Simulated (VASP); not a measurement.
# Ba (Im-3m) in VASP: notebook

Ba is run at these levels: PBE; tasks: single point, relaxation of cell and atoms.

All numbers are computed with VASP 6.6.1; they aren't measurements. Logs are shortened: lines on timing, memory, paths and dates and some standing lists are left out, and cuts for length are marked.

**1. The cell of the first run**

Symmetry: Im-3m, No. 229, cubic system. The conventional cell has a = 5.041 Å, b = 5.041 Å, c = 5.041 Å, α = 90.00°, β = 90.00°, γ = 90.00°. Ba (site symmetry m-3m) has 14 Ba at 4.37 to 5.04 Å within 5.7 Å.

**2. Single point, PBE**

File INCAR:

```
SYSTEM = Ba
PREC = Accurate ; ENCUT = 520
EDIFF = 1E-6 ; ISMEAR = -1
SIGMA = 0.02 ; LREAL = .FALSE.
LASPH = .TRUE. ; NELM = 80
ALGO = Normal ; ISIF = 2
LWAVE = .FALSE. ; LCHARG = .FALSE.
GGA = PE ; NBANDS = 11
```

File KPOINTS:

```
Automatic mesh
0
G
  6 6 6
  0 0 0
```

File POSCAR:

```
Ba
1.0
    4.3655602822     -0.0000000242     -0.0000000419
   -1.4551867379      4.1158897137     -0.0000000419
   -1.4551867379     -2.0579447964      3.5644650861
Ba
1
Direct
    0.0000000000      0.0000000000      0.0000000000
```

Potentials or basis: VASP PAW PBE potentials, release 64 (Ba_sv).

On the command line:

```console
$ cat potpaw_PBE.64/Ba_sv/POTCAR > POTCAR
$ mpirun -np 1 vasp_std > vasp.out
```

OUTCAR:

```text
SYSTEM = Ba
   PREC = Accurate
   ENCUT = 520
   EDIFF = 1E-6
   ISMEAR = -1
   LREAL = .FALSE.
   LASPH = .TRUE.
   NELM = 80
   ISIF = 2
   GGA = PE

 ion  position               nearest neighbor table
   1  0.000  0.000  0.000-

  LATTYP: Found a body centered cubic cell.
 ALAT       =     5.0409148081

  Lattice vectors:

 A1 = (   4.3655602822,  -0.0000000242,  -0.0000000419)
 A2 = (  -1.4551867379,   4.1158897137,  -0.0000000419)
 A3 = (  -1.4551867379,  -2.0579447964,   3.5644650861)

Analysis of symmetry for initial positions (statically):
=====================================================================
 Subroutine PRICEL returns:
 Original cell was already a primitive cell.

 Routine SETGRP: Setting up the symmetry group for a
 body centered cubic supercell.

 Subroutine GETGRP returns: Found 48 space group operations
 (whereof 48 operations were pure point group operations)
 out of a pool of 48 trial point group operations.

The static configuration has the point symmetry O_h .

Analysis of symmetry for dynamics (positions and initial velocities):
=====================================================================
 Subroutine PRICEL returns:
 Original cell was already a primitive cell.

 Routine SETGRP: Setting up the symmetry group for a
 body centered cubic supercell.

 Subroutine GETGRP returns: Found 48 space group operations
 (whereof 48 operations were pure point group operations)
 out of a pool of 48 trial point group operations.

The dynamic configuration has the point symmetry O_h .

 Subroutine INISYM returns: Found 48 space group operations
 (whereof 48 operations are pure point group operations),
 and found     1 'primitive' translations

----------------------------------------------------------------------------------------

                                     Primitive cell

  volume of cell :      64.0469

  direct lattice vectors                    reciprocal lattice vectors
     4.365560282 -0.000000024 -0.000000042     0.229065674  0.080986946  0.140273500
    -1.455186738  4.115889714 -0.000000042     0.000000003  0.242960837  0.140273500
    -1.455186738 -2.057944796  3.564465086     0.000000003  0.000000004  0.280547007

  length of vectors
     4.365560282  4.365560282  4.365560282     0.280547007  0.280547007  0.280547007

  position of ions in fractional coordinates (direct lattice)
     0.000000000  0.000000000  0.000000000

  ion indices of the primitive-cell ions
   primitive index   ion index
                 1           1

----------------------------------------------------------------------------------------

 KPOINTS: Automatic mesh

Automatic generation of k-mesh.
 Grid dimensions read from file:
 generate k-points for:    6    6    6

 Generating k-lattice:

  Cartesian coordinates                     Fractional coordinates (reciprocal lattice)
     0.038177612  0.013497824  0.023378917     0.166666667 -0.000000000  0.000000000
     0.000000000  0.040493473  0.023378917     0.000000000  0.166666667  0.000000000
     0.000000000  0.000000001  0.046757835     0.000000000  0.000000000  0.166666667

  Length of vectors
     0.046757835  0.046757835  0.046757835

  Shift w.r.t. Gamma in fractional coordinates (k-lattice)
     0.000000000  0.000000000  0.000000000

 Subroutine IBZKPT returns following result:
 ===========================================

 Found     16 irreducible k-points:

 Following reciprocal coordinates:
            Coordinates               Weight
  0.000000  0.000000  0.000000      1.000000
  0.166667  0.000000  0.000000     12.000000
  0.333333  0.000000  0.000000     12.000000
  0.500000  0.000000  0.000000      6.000000
  0.166667  0.166667  0.000000     24.000000
  0.333333  0.166667  0.000000     48.000000
[... 8 lines left out ...]
  0.500000  0.500000  0.333333     12.000000
  0.500000  0.500000  0.500000      1.000000
   k-points           NKPTS =     16   k-points in BZ     NKDIM =     16   number of bands    NBANDS=     11
   number of dos      NEDOS =    301   number of ions     NIONS =      1
   total plane-waves  NPLWV =  32768
   dimension x,y,z NGX =    32 NGY =   32 NGZ =   32
   dimension x,y,z NGXF=    64 NGYF=   64 NGZF=   64
   ions per type =               1
   NGX,Y,Z   is equivalent  to a cutoff of  12.19, 12.19, 12.19 a.u.
   NGXF,Y,Z  is equivalent  to a cutoff of  24.37, 24.37, 24.37 a.u.
 SYSTEM =  Ba
   PREC   = accura    normal or accurate (medium, high low for compatibility)
   ISTART =      0    job   : 0-new  1-cont  2-samecut
   ICHARG =      2    charge: 1-file 2-atom 10-const
   ISPIN  =      1    spin polarized calculation?
   LNONCOLLINEAR =      F non collinear calculations
   LSORBIT =      F    spin-orbit coupling
   LASPH  =      T    aspherical Exc in radial PAW
   ENCUT  =  520.0 eV  38.22 Ry    6.18 a.u.   8.12  8.12  8.12*2*pi/ulx,y,z
   NELM   =     80;   NELMIN=  2; NELMDL= -5     # of ELM steps
   EDIFF  = 0.1E-05   stopping-criterion for ELM
   LREAL  =      F    real-space projection
   EDIFFG = 0.1E-04   stopping-criterion for IOM
   NSW    =      0    number of steps for IOM
   IBRION =     -1    ionic relax: 0-MD 1-quasi-New 2-CG
   NFREE  =      0    steps in history (QN), initial steepest desc. (CG)
   ISIF   =      2    stress and relaxation
   ISYM   =      2    0-nonsym 1-usesym 2-fastsym
   POTIM  = 0.5000    time-step for ionic-motion
   TEBEG  =    0.0;   TEEND  =   0.0 temperature during run
   PSTRESS=    0.0 pullay stress
   NELECT =      10.0000    total number of electrons
   NUPDOWN=      -1.0000    fix difference up-down
   EMIN   =  10.00;   EMAX   =-10.00  energy-range for DOS
   EFERMI =   0.00;   METHOD = LEGACY
   ISMEAR =    -1;   SIGMA  =   0.02  broadening in eV -4-tet -1-fermi 0-gaus
   EFERMI_NEDOS =   21; number of points for ismear=-14 and -15
   IALGO  =     38    algorithm
   IMIX   =      4    mixing-type and parameters
     AMIX     =   0.40;   BMIX     =  1.00
     AMIX_MAG =   1.60;   BMIX_MAG =  1.00
  volume/ion in A,a.u.               =      64.05       432.21
  Fermi-wavevector in a.u.,A,eV,Ry     =   0.881540  1.665869 10.573267  0.777113
  Thomas-Fermi vector in A             =   2.002050
   LORBIT       =      0    0 simple, 1 ext, 2 COOP (PROOUT), +10 PAW based schemes
   GGA     = PE    functional components
   LHFCALC =     F    Hartree Fock is set to
   AEXX    =    0.0000 exact exchange contribution
   IVDW    =     0    specifies the selected vdW correction
   LEPSILON=     F    determine dielectric tensor
   LRPA    =     F    only Hartree local field effects (RPA)
 non-spin polarized calculation
  energy-cutoff  :      520.00
  volume of cell :       64.05
 maximum number of plane-waves:      1754
   NGX = 17   NGY = 17   NGZ = 17

 number of electron      10.0000001 magnetization

 Free energy of the ion-electron system (eV)
  ---------------------------------------------------
  ext. energy  EPLUGINS =         0.00000000
  ---------------------------------------------------
  free energy    TOTEN  =        -1.90126218 eV

  energy without entropy =       -1.89872989  energy(sigma->0) =       -1.89999604

 E-fermi :   1.6314     XC(G=0):  -7.3580

 val. band max:        1.5087509834   @ k =  -0.3333   0.5000   0.1667
 cond. band min:       1.6402517837   @ k =   0.3333   0.1667   0.1667
 fundamental gap:      0.1315008002
 Fermi energy:         1.6314163649

 k-point     1 :       0.0000    0.0000    0.0000
  band No.  band energies     occupation
      1     -27.3278      2.00000
      2     -12.2858      2.00000
      3     -12.2858      2.00000
      4     -12.2858      2.00000
      5      -1.1506      2.00000
      6       3.4030      0.00000
      7       3.4030      0.00000
      8       3.4030      0.00000
      9       4.7788      0.00000
     10       4.7788      0.00000
     11       8.4784      0.00000

 k-point     2 :       0.1667    0.0000    0.0000
  band No.  band energies     occupation
      1     -27.3178      2.00000
      2     -12.4008      2.00000
      3     -12.3217      2.00000
      4     -12.2865      2.00000
      5      -0.6646      2.00000
      6       3.0445      0.00000
      7       3.1014      0.00000
      8       3.9157      0.00000
      9       4.4519      0.00000
     10       4.7740      0.00000
     11       8.9097      0.00000

 k-point     3 :       0.3333    0.0000    0.0000
  band No.  band energies     occupation
      1     -27.2977      2.00000
      2     -12.6180      2.00000
      3     -12.3918      2.00000
      4     -12.2879      2.00000
      5       0.3472      2.00000
      6       2.5036      0.00000
      7       2.5383      0.00000
      8       4.7130      0.00000
      9       4.9904      0.00000
     10       5.3364      0.00000
     11       8.0951      0.00000

 k-point     4 :       0.5000    0.0000    0.0000
  band No.  band energies     occupation
      1     -27.2876      2.00000
      2     -12.7211      2.00000
      3     -12.4261      2.00000
      4     -12.2886      2.00000
      5       0.7105      2.00000
      6       2.2846      0.00000
      7       2.7908      0.00000
      8       4.7430      0.00000
      9       5.3141      0.00000
     10       6.7232      0.00000
     11       7.1859      0.00000
[... 127 lines left out ...]
 k-point    14 :      -0.3333    0.3333    0.3333
  band No.  band energies     occupation
      1     -27.2733      2.00000
      2     -12.5737      2.00000
      3     -12.5106      2.00000
      4     -12.5106      2.00000
      5       1.2820      2.00000
      6       1.6446      0.68158
      7       3.9496      0.00000
      8       3.9496      0.00000
      9       4.7176      0.00000
     10       5.2315      0.00000
     11       9.3225      0.00000

 k-point    15 :       0.5000    0.5000    0.3333
  band No.  band energies     occupation
      1     -27.2652      2.00000
      2     -12.6224      2.00000
      3     -12.5490      2.00000
      4     -12.5166      2.00000
      5       1.3102      2.00000
      6       1.3903      1.99999
      7       3.9708      0.00000
      8       4.1645      0.00000
      9       5.9274      0.00000
     10       6.3534      0.00000
     11       7.2638      0.00000

 k-point    16 :       0.5000    0.5000    0.5000
  band No.  band energies     occupation
      1     -27.2576      2.00000
      2     -12.5886      2.00000
      3     -12.5886      2.00000
      4     -12.5886      2.00000
      5       1.0674      2.00000
      6       1.0674      2.00000
      7       5.8711      0.00000
      8       5.8711      0.00000
      9       5.8711      0.00000
     10       6.2435      0.00000
     11       6.2435      0.00000

------------------------ aborting loop because EDIFF is reached ----------------------------------------

  FORCE on cell =-STRESS in cart. coord.  units (eV):
  Direction    XX          YY          ZZ          XY          YZ          ZX
  --------------------------------------------------------------------------------------
  -------------------------------------------------------------------------------------
  Total        0.0279122      0.0279122      0.0279122      0.0000000     -0.0000000      0.0000000
  in kB        0.6982426      0.6982426      0.6982426      0.0000000     -0.0000000      0.0000000
  external PRESSURE =       0.6982426 kB  Pullay stress =       0.0000000 kB

 VOLUME and BASIS-vectors are now :
 -----------------------------------------------------------------------------
  energy-cutoff  :      520.00
  volume of cell :       64.05
      direct lattice vectors                 reciprocal lattice vectors
     4.365560282 -0.000000024 -0.000000042     0.229065674  0.080986946  0.140273500
    -1.455186738  4.115889714 -0.000000042     0.000000003  0.242960837  0.140273500
    -1.455186738 -2.057944796  3.564465086     0.000000003  0.000000004  0.280547007

 POSITION                                       TOTAL-FORCE (eV/Angst)
 -----------------------------------------------------------------------------------
      0.00000      0.00000      0.00000         0.000000      0.000000      0.000000
 -----------------------------------------------------------------------------------
    total drift:                                0.000000     -0.000000     -0.000000

  FREE ENERGIE OF THE ION-ELECTRON SYSTEM (eV)
  ---------------------------------------------------
  free  energy   TOTEN  =        -1.9012621846 eV

  energy  without entropy=       -1.8987298898  energy(sigma->0) =       -1.89999604
```

It used 12 s of CPU time on 1 thread of Intel Xeon 8259CL, with other jobs on the host.

What came out:

| Property | Result |
| --- | --- |
| Free energy | -1.9013 eV |
| Pressure | 0.1 GPa |
| Band gap on the k mesh | zero (bands 5 and 6 overlap by 0.63 eV) |

Levels at points of the mesh, in eV from the Fermi level:
```csv
k point,band 1,band 2,band 3,band 4,band 5,band 6,band 7,band 8,band 9,band 10
"(0.00, 0.00, 0.00)",-28.96,-13.92,-13.92,-13.92,-2.78,1.77,1.77,1.77,3.15,3.15
"(0.50, 0.00, 0.00)",-28.92,-14.35,-14.06,-13.92,-0.92,0.65,1.16,3.11,3.68,5.09
"(0.50, 0.50, 0.50)",-28.89,-14.22,-14.22,-14.22,-0.56,-0.56,4.24,4.24,4.24,4.61
```

Caveat: spin-orbit coupling is left out, which moves the levels of the heavy elements.

**3. Relaxation of cell and atoms, PBE**

This run uses another cell than the first one, of 62.99 Å³/atom.

File INCAR:

```
ALGO = Normal
EDIFF = 1E-6
EDIFFG = -0.01
ENCUT = 600
GGA = PE
IBRION = 2
ISIF = 3
ISMEAR = -1
LASPH = T
LCHARG = F
LREAL = F
LWAVE = F
NELM = 80
NSW = 80
PREC = Accurate
SIGMA = 0.02
```

File KPOINTS:

```
k-points
0
Gamma
  6 6 6
```

File POSCAR:

```
Ba
1.0
    4.3413850000      0.0000000000      0.0000000000
   -1.4471282880      4.0930970470      0.0000000000
   -1.4471282880     -2.0465484274      3.5447260784
Ba
1
Direct
    0.0000000000      0.0000000000      0.0000000000
```

Potentials or basis: VASP PAW PBE potentials, release 64 (Ba_sv).

On the command line:

```console
$ cat potpaw_PBE.64/Ba_sv/POTCAR > POTCAR
$ mpirun -np 1 vasp_std > vasp.out
```

It took 45 s on 1 thread of Intel Xeon 8259CL, shared host; peak memory 0.2 GiB.

It converged, with:

```
Free energy                           : -1.9014 eV
Relaxed volume                        : 64.60 Å³/atom
Relaxed cell                          : a = 4.378 Å, b = 4.378 Å, c = 4.378 Å, α = 109.47°, β = 109.47°, γ = 109.47°
Space group after relaxing (to 0.1 Å) : Im-3m (No. 229)
Energy gained by relaxing             : 1.0 meV/atom
Ionic steps                           : 3
Pressure after relaxing               : 0.0 GPa
Band gap on the k mesh                : zero (bands 5 and 6 overlap by 0.62 eV)
```

The path:
```tsv
step	energy change (eV)	largest force (eV/Å)	pressure (GPa)	volume (Å³)
1	0.0000	0.0000	0.21	62.99
2	-0.0007	0.0000	0.11	63.73
3	-0.0010	0.0000	0.00	64.60
```

Final structure:
```yaml
crystal:
  lattice:
    - [4.37809, 0.00000, 0.00000]
    - [-1.45936, 4.12771, 0.00000]
    - [-1.45936, -2.06385, 3.57470]
  atoms:
    - { symbol: Ba, position: [0.00000, 0.00000, 0.00000] }
```

Levels at points of the mesh, in eV from the Fermi level:
```
           k point  band 1  band 2  band 3  band 4  band 5  band 6  band 7  band 8  band 9
(0.00, 0.00, 0.00)  -28.97  -13.94  -13.94  -13.94   -2.78    1.76    1.76    1.76    3.13
(0.50, 0.00, 0.00)  -28.94  -14.36  -14.07  -13.94   -0.92    0.65    1.13    3.09    3.65
(0.50, 0.50, 0.50)  -28.91  -14.23  -14.23  -14.23   -0.55   -0.55    4.20    4.20    4.20
```

Caveat: spin-orbit coupling is left out, which moves the levels of the heavy elements. PBE usually gives volumes a little too large and moduli too small.

The gap in the log of VASP goes by the Fermi energy; the results here count the filled bands.